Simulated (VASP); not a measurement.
Here is a VASP 6.6.1 calculation.

The input INCAR:

```
SYSTEM = MnO
PREC = Accurate ; ENCUT = 520
EDIFF = 1E-6 ; ISMEAR = 0
SIGMA = 0.015 ; LREAL = .FALSE.
LASPH = .TRUE. ; NELM = 150
ALGO = Normal ; ISIF = 2
LWAVE = .FALSE. ; LCHARG = .TRUE.
ISPIN = 2 ; MAGMOM = 4 0
LORBIT = 11 ; LMAXMIX = 4
GGA = PE ; LELF = .TRUE.
LVHAR = .TRUE. ; NBANDS = 20
```

Contents of KPOINTS:

```
regular mesh
0
G
  10 10 10
  0 0 0
```

The input POSCAR:

```
MnO
1.0
    0.0000000000      2.2239077028      2.2239077028
    2.2239077028      0.0000000000      2.2239077028
    2.2239077028      2.2239077028      0.0000000000
Mn O
1 1
Direct
    0.0000000000      0.0000000000      0.0000000000
    0.5000000000      0.5000000000      0.5000000000
```

Potentials or basis: VASP PAW PBE potentials, release 64 (Mn_pv, O).

Launch:

```console
$ cat potpaw_PBE.64/Mn_pv/POTCAR potpaw_PBE.64/O/POTCAR > POTCAR
$ mpirun -np 1 vasp_std > vasp.out
```

(1) Estimate the net moment.

(2) Estimate the site moments.

Answers

(1) 4.80 μB per cell.

(2) Mn +4.36; O +0.21 μB.

Caveat: a cell with one magnetic atom can't hold antiferromagnetic order, which such compounds often take.
